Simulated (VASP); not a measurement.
Wanted: the native input for a VASP 6.6.1 run.

* Task: single point
* Functional: LDA
* Potentials or basis: VASP PAW LDA potentials, release 64 (In_d, P)
* Cutoff: 500 eV
* k mesh: 11 × 11 × 11
* Occupations: fermi-dirac, width 0.05 eV
* Spin: no spin polarisation
* Dipole correction: no
* Further INCAR settings: ALGO = Normal; EDIFF = 1e-06; NBANDS = 16

The structure of InP (zincblende type) lies in POSCAR:

```
InP
1.0
    0.0000000000      2.7047223772      2.7047223772
    2.7047223772      0.0000000000      2.7047223772
    2.7047223772      2.7047223772      0.0000000000
In P
1 1
Direct
    0.0000000000      0.0000000000      0.0000000000
    0.2500000000      0.2500000000      0.2500000000
```

This cell differs from its parent crystal: volume scaled by 0.8.

One way to write it, as run:

INCAR

```
PREC = Accurate
ENCUT = 500
EDIFF = 1E-6
ISMEAR = -1
SIGMA = 0.05
LREAL = False
LASPH = True
NELM = 120
ALGO = Normal
ISIF = 2
LWAVE = False
LCHARG = True
LELF = True
LVHAR = True
NBANDS = 16
GGA_COMPAT = False
```

KPOINTS

```
regular mesh
0
Gamma
  11 11 11
```

Potentials or basis: VASP PAW LDA potentials, release 64 (In_d, P).

Run with:

```bash
$ cat potpaw_LDA.64/In_d/POTCAR potpaw_LDA.64/P/POTCAR > POTCAR
$ mpirun -np 1 vasp_std > vasp.out
```

Results of the run:

The pressure is 26.3 GPa and the band gap on the k mesh is 1.13 eV, indirect (least direct gap 1.74 eV).

Caveat: spin-orbit coupling is left out, which moves the levels of the heavy elements.

It took 21 s on 1 thread of Intel(R) Xeon(R) Platinum 8375C CPU @ 2.90GHz (Ice Lake), with other jobs on the host, peak memory 0.16 GiB.
